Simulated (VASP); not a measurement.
Write the native input for VASP 6.6.1 that does the following.

```
Task                   : single point
Functional             : PBEsol
Potentials or basis    : VASP PAW PBE potentials, release 64 (Cd)
Cutoff                 : 520 eV
k mesh                 : 18 × 18 × 8
Occupations            : gaussian, width 0.1 eV
Spin                   : no spin polarisation
Dipole correction      : no
Further INCAR settings : ALGO = Fast; EDIFF = 1e-06; NBANDS = 19
```

The structure of Cd lies in POSCAR:

```
Cd
1.0
    2.9431432179      0.0000000000      0.0000000000
   -1.4715716090      2.5488367937      0.0000000000
    0.0000000000      0.0000000000      5.6159545610
Cd
2
Direct
    0.3333333333      0.6666666667      0.2500000000
    0.6666666667      0.3333333333      0.7500000000
```

These files were run (other wordings do the same):

INCAR

```
ALGO = Fast
EDIFF = 1E-6
ENCUT = 520
GGA = PS
ISIF = 2
ISMEAR = 0
LASPH = T
LCHARG = F
LREAL = F
LWAVE = F
NBANDS = 19
NELM = 60
PREC = Accurate
SIGMA = 0.1
```

KPOINTS

```
k-points
0
Gamma
  18 18 8
```

Potentials or basis: VASP PAW PBE potentials, release 64 (Cd).

Launch:

```sh
$ cat potpaw_PBE.64/Cd/POTCAR > POTCAR
$ mpirun -np 1 vasp_std > vasp.out
```

It gave:

| Quantity | Value |
| --- | --- |
| Pressure | 0.4 GPa |
| Band gap on the k mesh | zero (bands 12 and 13 overlap by 4.76 eV) |

Caveat: the PAW data sets were made with another functional, which shifts forces and pressure a little.

Wall time 38 s on 1 thread of Intel(R) Xeon(R) 6975P-C (Granite Rapids), with other jobs on the host, peak memory 0.24 GiB.
